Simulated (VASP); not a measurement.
A run of VASP 6.6.1 is set up as follows.

File INCAR:

```
  ALGO = Normal
  EDIFF = 1E-6
  ENCUT = 520
  GGA = PE
  ISIF = 2
  ISMEAR = 0
  LASPH = T
  LCHARG = F
  LREAL = F
  LWAVE = F
  NBANDS = 32
  NELM = 100
  PREC = Accurate
  SIGMA = 0.1
```

The input KPOINTS:

```
k-points
0
Gamma
  12 12 4
```

Contents of POSCAR:

```
Ag3Cl2
1.0
    3.5503565742      0.0000000000      0.0000000000
   -1.7751782871      3.0746989857      0.0000000000
    0.0000000000      0.0000000000      9.5944901000
Ag Cl
3 2
Direct
    0.0000000000      0.0000000000      0.0000000000
    0.3333333333      0.6666666667      0.6028770285
    0.6666666667      0.3333333333      0.3971229715
    0.3333333333      0.6666666667      0.1922520974
    0.6666666667      0.3333333333      0.8077479026
```

Potentials or basis: VASP PAW PBE potentials, release 64 (Ag, Cl).

Run with:

```bash
$ cat potpaw_PBE.64/Ag/POTCAR potpaw_PBE.64/Cl/POTCAR > POTCAR
$ mpirun -np 1 vasp_std > vasp.out
```

Q: Estimate the largest force.

A: 0.005 eV/Å.

Q: What does it give for the pressure?

A: -0.1 GPa.

Forces on the atoms (eV/Å):
```
Ag   0.000  0.000  0.000
Ag   0.000  0.000  0.005
Ag   0.000  0.000 -0.005
Cl   0.000  0.000  0.002
Cl   0.000  0.000 -0.002
```

Caveat: an odd number of electrons without spin polarisation forces a metal; a magnetic or distorted state may lie lower.
